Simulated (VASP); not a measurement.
# AgI: single point with PBE

The system is AgI.

```
CELL_PARAMETERS angstrom
4.54570 0.00000 0.00000
-2.27285 3.93669 0.00000
0.00000 0.00000 7.43130
ATOMIC_POSITIONS crystal
Ag 0.33333 0.66667 0.00245
Ag 0.66667 0.33333 0.50245
I 0.33333 0.66667 0.37745
I 0.66667 0.33333 0.87745
```

```yaml
Program: VASP 6.6.1
Task: single point
Functional: PBE
Potentials_or_basis: VASP PAW PBE potentials, release 64 (Ag, I)
Cutoff: 500 eV
k_mesh: 6 × 6 × 4, shifted
Occupations: gaussian, width 0.02 eV
Spin: no spin polarisation
```

- Pressure: 2.9 GPa
- Largest force: 0.006 eV/Å
- Band gap on the k mesh: 1.95 eV

Forces on the atoms (eV/Å):
```
Ag   0.000  0.000  0.006
Ag   0.000  0.000  0.006
I    0.000  0.000 -0.006
I    0.000  0.000 -0.006
```

Levels at points of the mesh, in eV from the valence-band top:
| k point | band 16 | band 17 | band 18 | band 19 | band 20 | band 21 |
| --- | --- | --- | --- | --- | --- | --- |
| (0.08, 0.08, 0.12) | -0.68 | -0.19 | -0.11 | 2.33 | 3.31 | 5.29 |

Wall time 9.4 min on 1 thread of Intel(R) Xeon(R) 6975P-C (Granite Rapids), on a shared host, peak memory 0.7 GiB.

Caveat: spin-orbit coupling is left out, which moves the levels of the heavy elements; a shifted mesh leaves out Γ, where band edges can lie. A k mesh can miss the band edges.
